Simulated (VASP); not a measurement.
# H in VASP: further runs

The runs below take H through single point, with PBE, r2SCAN.

Program: VASP 6.6.1. These are calculated values, not measurements. Logs are shortened: lines on timing, memory, paths and dates and some standing lists are left out, and cuts for length are marked.

**1. The cell of the first run**

It takes space group Pm (No. 6, monoclinic). Conventional cell: a = 3.200 Å, b = 6.437 Å, c = 3.213 Å, α = 90.00°, β = 117.87°, γ = 90.00°. H (site symmetry 1) has 1 H at 0.85 Å within 1.1 Å. Within 1.1 Å of H (site symmetry 1) lie 1 H at 0.85 Å.

**2. Single point, PBE (strained and its atoms moved)**

Input file INCAR:

```
SYSTEM = H
ALGO = Normal
EDIFF = 1E-6
ENCUT = 500
GGA = PE
GGA_COMPAT = .False.
ISIF = 2
ISMEAR = 0
LASPH = .True.
LCHARG = .True.
LELF = .True.
LREAL = .False.
LVHAR = .True.
LWAVE = .False.
NBANDS = 10
NELM = 120
PREC = Accurate
SIGMA = 0.02
```

Input file KPOINTS:

```
k-points
0
Gamma
  8 8 4
  0 0 0
```

Input file POSCAR:

```
H
1.0
    1.6609472814     -2.7504221879      0.0000000000
    1.6483815156      2.7428389413      0.0000000000
    0.0000000000      0.0000000000      6.4374553473
H
4
Direct
    0.5576400857      0.4072580996      1.0101327167
    0.4423599143      0.5927419004     -0.0113199037
    0.4423599143      0.5927419004      0.5113199037
    0.5576400857      0.4072580996      0.4898672833
```

Potentials or basis: VASP PAW PBE potentials, release 64 (H).

Launch:

```bash
> cat potpaw_PBE.64/H/POTCAR > POTCAR
> mpirun -np 1 vasp_std > vasp.out
```

OUTCAR:

```text
SYSTEM = H
   EDIFF = 1E-6
   ENCUT = 500
   GGA = PE
   ISIF = 2
   ISMEAR = 0
   LASPH = .True.
   LREAL = .False.
   NELM = 120
   PREC = Accurate

 ion  position               nearest neighbor table
   1  0.558  0.407  0.010-   2 0.85
   2  0.442  0.593  0.989-   1 0.85
   3  0.442  0.593  0.511-   4 0.85
   4  0.558  0.407  0.490-   3 0.85

  Warning from LATTYP: Monoclinic adjustment (A1->A3, A2->A1, A3->A2)!
  LATTYP: Found a simple monoclinic cell.
 ALAT       =     3.2000511057
 B/A-ratio  =     2.0116726686
 C/A-ratio  =     1.0040561462
 COS(beta)  =    -0.4674337836

  Lattice vectors:

 A1 = (   1.6483815156,   2.7428389413,   0.0000000000)
 A2 = (   0.0000000000,   0.0000000000,   6.4374553473)
 A3 = (   1.6609472814,  -2.7504221879,   0.0000000000)

Analysis of symmetry for initial positions (statically):
=====================================================================
 Subroutine PRICEL returns:
 Original cell was already a primitive cell.

 Routine SETGRP: Setting up the symmetry group for a
 simple monoclinic supercell.

 Subroutine GETGRP returns: Found  2 space group operations
 (whereof  1 operations were pure point group operations)
 out of a pool of  4 trial point group operations.

The static configuration has the point symmetry C_1 .
 The point group associated with its full space group is C_1h.

Analysis of symmetry for dynamics (positions and initial velocities):
=====================================================================
 Subroutine PRICEL returns:
 Original cell was already a primitive cell.

 Routine SETGRP: Setting up the symmetry group for a
 simple monoclinic supercell.

 Subroutine GETGRP returns: Found  2 space group operations
 (whereof  1 operations were pure point group operations)
 out of a pool of  4 trial point group operations.

The dynamic configuration has the point symmetry C_1 .
 The point group associated with its full space group is C_1h.

 Subroutine INISYM returns: Found  2 space group operations
 (whereof  1 operations are pure point group operations),
 and found     1 'primitive' translations

----------------------------------------------------------------------------------------

                                     Primitive cell

  volume of cell :      58.5130

  direct lattice vectors                    reciprocal lattice vectors
     1.660947281 -2.750422188  0.000000000     0.301760518 -0.181350954  0.000000000
     1.648381516  2.742838941  0.000000000     0.302594808  0.182733410  0.000000000
     0.000000000  0.000000000  6.437455347     0.000000000  0.000000000  0.155340883

  length of vectors
     3.213030981  3.200051106  6.437455347     0.352061896  0.353489911  0.155340883

  position of ions in fractional coordinates (direct lattice)
     0.557640086  0.407258100  0.010132717
     0.442359914  0.592741900  0.988680096
     0.442359914  0.592741900  0.511319904
     0.557640086  0.407258100  0.489867283

  ion indices of the primitive-cell ions
   primitive index   ion index
                 1           1
                 2           2
                 3           3
                 4           4

----------------------------------------------------------------------------------------

 KPOINTS: k-points

Automatic generation of k-mesh.
 Grid dimensions read from file:
 generate k-points for:    8    8    4

 Generating k-lattice:

  Cartesian coordinates                     Fractional coordinates (reciprocal lattice)
     0.037720065 -0.022668869  0.000000000     0.125000000  0.000000000  0.000000000
     0.037824351  0.022841676  0.000000000     0.000000000  0.125000000  0.000000000
     0.000000000  0.000000000  0.038835221     0.000000000  0.000000000  0.250000000

  Length of vectors
     0.044007737  0.044186239  0.038835221

  Shift w.r.t. Gamma in fractional coordinates (k-lattice)
     0.000000000  0.000000000  0.000000000

 Subroutine IBZKPT returns following result:
 ===========================================

 Found    102 irreducible k-points:

 Following reciprocal coordinates:
            Coordinates               Weight
  0.000000  0.000000  0.000000      1.000000
  0.125000  0.000000  0.000000      2.000000
  0.250000  0.000000  0.000000      2.000000
  0.375000 -0.000000  0.000000      2.000000
  0.500000  0.000000  0.000000      1.000000
  0.000000  0.125000  0.000000      2.000000
[... 16 lines left out ...]
  0.125000  0.375000  0.000000      2.000000
  0.250000  0.375000  0.000000      2.000000
 [... further k-points ...]
   k-points           NKPTS =    102   k-points in BZ     NKDIM =    102   number of bands    NBANDS=     10
   number of dos      NEDOS =    301   number of ions     NIONS =      4
   total plane-waves  NPLWV =  27648
   dimension x,y,z NGX =    24 NGY =   24 NGZ =   48
   dimension x,y,z NGXF=    48 NGYF=   48 NGZF=   96
   ions per type =               4
   NGX,Y,Z   is equivalent  to a cutoff of  12.42, 12.47, 12.40 a.u.
   NGXF,Y,Z  is equivalent  to a cutoff of  24.84, 24.94, 24.79 a.u.
 SYSTEM =  H
   PREC   = accura    normal or accurate (medium, high low for compatibility)
   ISTART =      0    job   : 0-new  1-cont  2-samecut
   ICHARG =      2    charge: 1-file 2-atom 10-const
   ISPIN  =      1    spin polarized calculation?
   LNONCOLLINEAR =      F non collinear calculations
   LSORBIT =      F    spin-orbit coupling
   LASPH  =      T    aspherical Exc in radial PAW
   ENCUT  =  500.0 eV  36.75 Ry    6.06 a.u.   5.86  5.83 11.74*2*pi/ulx,y,z
   NELM   =    120;   NELMIN=  2; NELMDL= -5     # of ELM steps
   EDIFF  = 0.1E-05   stopping-criterion for ELM
   LREAL  =      F    real-space projection
   EDIFFG = 0.1E-04   stopping-criterion for IOM
   NSW    =      0    number of steps for IOM
   IBRION =     -1    ionic relax: 0-MD 1-quasi-New 2-CG
   NFREE  =      0    steps in history (QN), initial steepest desc. (CG)
   ISIF   =      2    stress and relaxation
   ISYM   =      2    0-nonsym 1-usesym 2-fastsym
   POTIM  = 0.5000    time-step for ionic-motion
   TEBEG  =    0.0;   TEEND  =   0.0 temperature during run
   PSTRESS=    0.0 pullay stress
   NELECT =       4.0000    total number of electrons
   NUPDOWN=      -1.0000    fix difference up-down
   EMIN   =  10.00;   EMAX   =-10.00  energy-range for DOS
   EFERMI =   0.00;   METHOD = LEGACY
   ISMEAR =     0;   SIGMA  =   0.02  broadening in eV -4-tet -1-fermi 0-gaus
   EFERMI_NEDOS =   21; number of points for ismear=-14 and -15
   IALGO  =     38    algorithm
   IMIX   =      4    mixing-type and parameters
     AMIX     =   0.40;   BMIX     =  1.00
     AMIX_MAG =   1.60;   BMIX_MAG =  1.00
  volume/ion in A,a.u.               =      14.63        98.72
  Fermi-wavevector in a.u.,A,eV,Ry     =   0.669387  1.264959  6.096489  0.448079
  Thomas-Fermi vector in A             =   1.744587
   LORBIT       =      0    0 simple, 1 ext, 2 COOP (PROOUT), +10 PAW based schemes
   GGA     = PE    functional components
   LHFCALC =     F    Hartree Fock is set to
   AEXX    =    0.0000 exact exchange contribution
   IVDW    =     0    specifies the selected vdW correction
   LEPSILON=     F    determine dielectric tensor
   LRPA    =     F    only Hartree local field effects (RPA)
 non-spin polarized calculation
 Gauss-broadening in eV      SIGMA  =   0.02
  energy-cutoff  :      500.00
  volume of cell :       58.51
 maximum number of plane-waves:      1508
   NGX = 11   NGY = 11   NGZ = 23

 number of electron       3.9999999 magnetization

 Free energy of the ion-electron system (eV)
  ---------------------------------------------------
  ext. energy  EPLUGINS =         0.00000000
  ---------------------------------------------------
  free energy    TOTEN  =       -13.30559328 eV

  energy without entropy =      -13.30559328  energy(sigma->0) =      -13.30559328

 E-fermi :  -7.8953     XC(G=0):  -4.8741

 val. band max:       -7.9998924592   @ k =   0.5000   0.5000   0.0000
 cond. band min:      -0.8225091062   @ k =   0.5000   0.5000   0.0000
 fundamental gap:      7.1773833530
 Fermi energy:        -7.8952850660

 k-point     1 :       0.0000    0.0000    0.0000
  band No.  band energies     occupation
      1     -10.0771      2.00000
      2      -9.3716      2.00000
      3       0.5310      0.00000
      4       4.0375      0.00000
      5       7.0608      0.00000
      6       7.3286      0.00000
      7       8.6205      0.00000
      8       9.7346      0.00000
      9      12.3660      0.00000
     10      12.6755      0.00000

 k-point     2 :       0.1250    0.0000    0.0000
  band No.  band energies     occupation
      1      -9.9288      2.00000
      2      -9.2448      2.00000
      3       0.8089      0.00000
      4       3.6486      0.00000
      5       6.4594      0.00000
      6       6.7605      0.00000
      7       8.3972      0.00000
      8       9.9636      0.00000
      9      10.5881      0.00000
     10      12.6203      0.00000

 k-point     3 :       0.2500    0.0000    0.0000
  band No.  band energies     occupation
      1      -9.5369      2.00000
      2      -8.9154      2.00000
      3       1.6065      0.00000
      4       2.5324      0.00000
      5       4.7296      0.00000
      6       6.3964      0.00000
      7       8.0446      0.00000
      8       8.9706      0.00000
      9      10.6078      0.00000
     10      11.1644      0.00000
[... 248 lines left out ...]
 k-point    23 :       0.1250    0.3750    0.0000
  band No.  band energies     occupation
      1      -8.7800      2.00000
      2      -8.2853      2.00000
      3       0.4904      0.00000
      4       2.2870      0.00000
      5       3.9607      0.00000
      6       4.7176      0.00000
      7       6.8308      0.00000
      8       7.1326      0.00000
      9       9.7803      0.00000
     10      11.9541      0.00000

 k-point    24 :       0.2500    0.3750    0.0000
  band No.  band energies     occupation
      1      -8.5583      2.00000
      2      -8.1003      2.00000
      3       0.4749      0.00000
      4       2.0757      0.00000
      5       3.1576      0.00000
      6       5.2116      0.00000
      7       5.5920      0.00000
      8       7.0634      0.00000
      9       9.1591      0.00000
     10      10.6597      0.00000

 [... further k-points ...]

------------------------ aborting loop because EDIFF is reached ----------------------------------------

  FORCE on cell =-STRESS in cart. coord.  units (eV):
  Direction    XX          YY          ZZ          XY          YZ          ZX
  --------------------------------------------------------------------------------------
  -------------------------------------------------------------------------------------
  Total       -0.0334719     -3.9419653     -0.0861744     -0.5360597      0.0000000      0.0000000
  in kB       -0.9165129   -107.9372283     -2.3595916    -14.6781608      0.0000000      0.0000000
  external PRESSURE =     -37.0711109 kB  Pullay stress =       0.0000000 kB

 VOLUME and BASIS-vectors are now :
 -----------------------------------------------------------------------------
  energy-cutoff  :      500.00
  volume of cell :       58.51
      direct lattice vectors                 reciprocal lattice vectors
     1.660947281 -2.750422188  0.000000000     0.301760518 -0.181350954  0.000000000
     1.648381516  2.742838941  0.000000000     0.302594808  0.182733410  0.000000000
     0.000000000  0.000000000  6.437455347     0.000000000  0.000000000  0.155340883

 POSITION                                       TOTAL-FORCE (eV/Angst)
 -----------------------------------------------------------------------------------
      1.59753     -0.41670      0.06523         0.335336      2.390989     -0.393186
      1.71180      0.40912      6.36458        -0.335336     -2.390989      0.394142
      1.71180      0.40912      3.29160        -0.335336     -2.390989     -0.394142
      1.59753     -0.41670      3.15350         0.335336      2.390989      0.393186
 -----------------------------------------------------------------------------------
    total drift:                               -0.000010      0.000001     -0.000000

  FREE ENERGIE OF THE ION-ELECTRON SYSTEM (eV)
  ---------------------------------------------------
  free  energy   TOTEN  =       -13.3055932810 eV

  energy  without entropy=      -13.3055932810  energy(sigma->0) =      -13.30559328
```

Run time: 16 s. Hardware: 1 thread of Intel Xeon 6975P-C (Granite Rapids), shared host; peak memory 0.18 GiB.

What came out:

* Free energy: -13.3056 eV
* Pressure: -3.7 GPa
* Largest force: 2.446 eV/Å
* Band gap on the k mesh: 7.18 eV

Forces on the atoms (eV/Å):
```
H    0.335  2.391 -0.393
H   -0.335 -2.391  0.394
H   -0.335 -2.391 -0.394
H    0.335  2.391  0.393
```

Stress tensor (GPa, compression positive):
```
 -0.09  -1.47   0.00
 -1.47 -10.79   0.00
  0.00   0.00  -0.24
```

Caveat: the cell differs from its parent crystal (strained and its atoms moved); forces of over 1 eV/Å act on the atoms, so gaps and moduli don't describe the material at rest.

[end of part 1 of 2]
